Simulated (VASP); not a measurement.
Wanted: the native input for a VASP 6.6.1 run.

- Task: single point
- Functional: LDA
- Potentials or basis: VASP PAW LDA potentials, release 64 (Ga_d, Sb)
- Cutoff: 520 eV
- k mesh: 11 × 11 × 11
- Occupations: fermi-dirac, width 0.1 eV
- Spin: no spin polarisation
- Dipole correction: no
- Further INCAR settings: ALGO = Normal; EDIFF = 1e-06; NBANDS = 16

The structure of GaSb (zincblende type) lies in POSCAR:

```
GaSb
1.0
    0.0000000000      2.9632184640      2.9632184640
    2.9632184640      0.0000000000      2.9632184640
    2.9632184640      2.9632184640      0.0000000000
Ga Sb
1 1
Direct
    0.0000000000      0.0000000000      0.0000000000
    0.2500000000      0.2500000000      0.2500000000
```

One way to write it, as run:

INCAR

```
SYSTEM = GaSb
ALGO = Normal ; EDIFF = 1E-6
ENCUT = 520 ; GGA = CA
ISIF = 2 ; ISMEAR = -1
LASPH = .TRUE. ; LCHARG = .FALSE.
LREAL = .FALSE. ; LWAVE = .FALSE.
NBANDS = 16 ; NELM = 80
PREC = Accurate ; SIGMA = 0.1
```

KPOINTS

```
k-points
0
G
  11 11 11
  0 0 0
```

Potentials or basis: VASP PAW LDA potentials, release 64 (Ga_d, Sb).

The run is started by

```bash
$ cat potpaw_LDA.64/Ga_d/POTCAR potpaw_LDA.64/Sb/POTCAR > POTCAR
$ mpirun -np 1 vasp_std > vasp.out
```

Results of the run:

```
Pressure               : 4.2 GPa
Band gap on the k mesh : 0.53 eV, indirect (least direct gap 0.58 eV)
```

Caveat: spin-orbit coupling is left out, which moves the levels of the heavy elements.

Wall time 36 s on 1 thread of Intel Xeon 6975P-C (shared host), peak memory 0.18 GiB.
